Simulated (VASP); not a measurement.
Set up this calculation in VASP 6.6.1, as the native input.

| Property | Result |
| --- | --- |
| Task | single point |
| Functional | PBE |
| Dispersion | D3(BJ) |
| Potentials or basis | VASP PAW PBE potentials, release 64 (F_h, H_h) |
| Cutoff | 1010 eV |
| k mesh | 1 × 1 × 1 |
| Occupations | fermi-dirac, width 0.02 eV |
| Spin | no spin polarisation |
| Dipole correction | no |
| Further INCAR settings | LREAL = Auto; ALGO = Normal; EDIFF = 1e-06; NBANDS = 56 |

The structure of HF lies in POSCAR:

```
HF
1.0
    6.4792240000      0.0000000000      0.0000000000
    0.0000000000      6.4792240000      0.0000000000
    0.0000000000      0.0000000000      6.4792240000
F H
10 10
Direct
    0.2628401179      0.6285320588      0.8297444262
    0.6150582230      0.4575702275      0.7200553647
    0.8909863280      0.6929996555     -0.0823555413
    0.4499921596      0.1342290373      0.4304990845
    0.4437414110      0.2606021956      1.0507585476
    0.5276249131      0.8396221523      1.0590620111
    0.0728019281      0.2321265633      0.8427398096
    0.6715927710      0.8632052233      0.5402498818
    0.8567383995      0.0386003015      0.1966593530
    1.0463135709      0.9768762432      0.5409135415
    0.3695349937      0.5350949435      0.7929498965
    0.7247472846      0.5645120465      0.7324333902
    0.7830721704      0.7473425830      0.0037504491
    0.4408706969      0.1876767959      0.2899266949
    0.3241900573      0.2682265654      0.9644673498
    0.4331537233      0.7432525870      1.0224989906
    0.0624457497      0.1322071902      0.7277877721
    0.5730778871      0.9666126684      0.5008007132
    0.9259596520      0.1031605019      0.0827259561
    0.9218542220      0.8913721767      0.5193986193
```

The input as run:

INCAR

```
PREC = Accurate
ENCUT = 1010
EDIFF = 1E-6
ISMEAR = -1
SIGMA = 0.02
LREAL = Auto
LASPH = T
NELM = 120
ALGO = Normal
ISIF = 2
LWAVE = F
LCHARG = F
GGA = PE
IVDW = 12
NBANDS = 56
GGA_COMPAT = F
```

KPOINTS

```
Automatic mesh
0
Gamma
  1 1 1
```

Potentials or basis: VASP PAW PBE potentials, release 64 (F_h, H_h).

Run with:

```console
$ cat potpaw_PBE.64/F_h/POTCAR potpaw_PBE.64/H_h/POTCAR > POTCAR
$ mpirun -np 1 vasp_gam > vasp.out
```

Results of the run:

```yaml
Pressure: -0.2 GPa
Largest_force: 2.506 eV/Å
Dispersion_energy_per_atom: -0.024 eV
```

Caveat: the k points lie up to 0.97 Å⁻¹ apart, too coarse for converged energies, forces and pressures; the atoms stand as in a frame of molecular dynamics.

Run time: 77 s on 1 thread of Intel(R) Xeon(R) Platinum 8259CL CPU @ 2.50GHz (Skylake/Cascade Lake) (shared host), peak memory 0.64 GiB.
